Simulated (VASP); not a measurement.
Wanted: the native input for a VASP 6.6.1 run.

```yaml
Task: single point
Functional: PBE
Potentials_or_basis: VASP PAW PBE potentials, release 64 (Ti_sv, C)
Cutoff: 520 eV
k_mesh: 4 × 4 × 4
Occupations: gaussian, width 0.1 eV
Spin: collinear spin
Starting_moments: "[1.0, 1.0, 1.0, 1.0, 0.0] μB"
Dipole_correction: no
Further_INCAR_settings: ALGO = Normal; EDIFF = 1e-06; NBANDS = 38
```

The structure of Ti4C lies in POSCAR:

```
Ti4C
1.0
    0.0000000000      4.2335638668      4.2335638668
    4.2335638668      0.0000000000      4.2335638668
    4.2335638668      4.2335638668      0.0000000000
Ti C
4 1
Direct
    0.3846466415      0.8460600756      0.3846466415
    0.3846466415      0.3846466415      0.3846466415
    0.8460600756      0.3846466415      0.3846466415
    0.3846466415      0.3846466415      0.8460600756
    0.2500000000      0.2500000000      0.2500000000
```

The cell was built from a structure type or drawn by symmetry, and may not be a known phase.

These files were run (other wordings do the same):

INCAR

```
PREC = Accurate
ENCUT = 520
EDIFF = 1E-6
ISMEAR = 0
SIGMA = 0.1
LREAL = False
LASPH = True
NELM = 150
ALGO = Normal
ISIF = 2
LWAVE = False
LCHARG = False
ISPIN = 2
MAGMOM = 1 1 1 1 0
LORBIT = 11
LMAXMIX = 4
GGA = PE
NBANDS = 38
```

KPOINTS

```
Automatic mesh
0
Gamma
  4 4 4
```

Potentials or basis: VASP PAW PBE potentials, release 64 (Ti_sv, C).

The run is started by

```console
$ cat potpaw_PBE.64/Ti_sv/POTCAR potpaw_PBE.64/C/POTCAR > POTCAR
$ mpirun -np 1 vasp_std > vasp.out
```

Results of the run:

```yaml
Pressure: 2.2 GPa
Largest_force: 0.582 eV/Å
Net_moment: 7.92 μB per cell
Site_moments: Ti +1.31; C -0.01 μB
Valence_electrons_inside_the_program's_atomic_spheres: Ti 10.27; C 2.50
```

Wall time 2.6 min on 1 thread of Intel(R) Xeon(R) Platinum 8488C (Sapphire Rapids), on a shared host, peak memory 0.42 GiB.
